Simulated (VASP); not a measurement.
A run of VASP 6.6.1:

The input INCAR:

```
  PREC = Accurate
  ENCUT = 600
  EDIFF = 1E-6
  ISMEAR = 0
  SIGMA = 0.01
  LREAL = F
  LASPH = T
  NELM = 120
  ALGO = Normal
  ISIF = 2
  LWAVE = F
  LCHARG = F
  GGA = PE
  NBANDS = 19
  GGA_COMPAT = F
```

KPOINTS

```
regular mesh
0
Gamma
  6 6 6
```

The input POSCAR:

```
CaF2
1.0
    0.0000000000      2.7195928259      2.7195928259
    2.7195928259      0.0000000000      2.7195928259
    2.7195928259      2.7195928259      0.0000000000
Ca F
1 2
Direct
    0.0000000000      0.0000000000      0.0000000000
    0.7500000000      0.7500000000      0.7500000000
    0.2500000000      0.2500000000      0.2500000000
```

Potentials or basis: VASP PAW PBE potentials, release 64 (Ca_sv, F).

Run with:

```sh
$ cat potpaw_PBE.64/Ca_sv/POTCAR potpaw_PBE.64/F/POTCAR > POTCAR
$ mpirun -np 1 vasp_std > vasp.out
```

Hardware: 1 thread of Intel(R) Xeon(R) Platinum 8259CL CPU @ 2.50GHz (Skylake/Cascade Lake) (shared host).

Q: Estimate the wall time of this run.

A: Wall time 13 s on 1 thread of Intel(R) Xeon(R) Platinum 8259CL CPU @ 2.50GHz (Skylake/Cascade Lake), on a shared host, peak memory 0.17 GiB. Counts: scf iterations 13, k points 16.
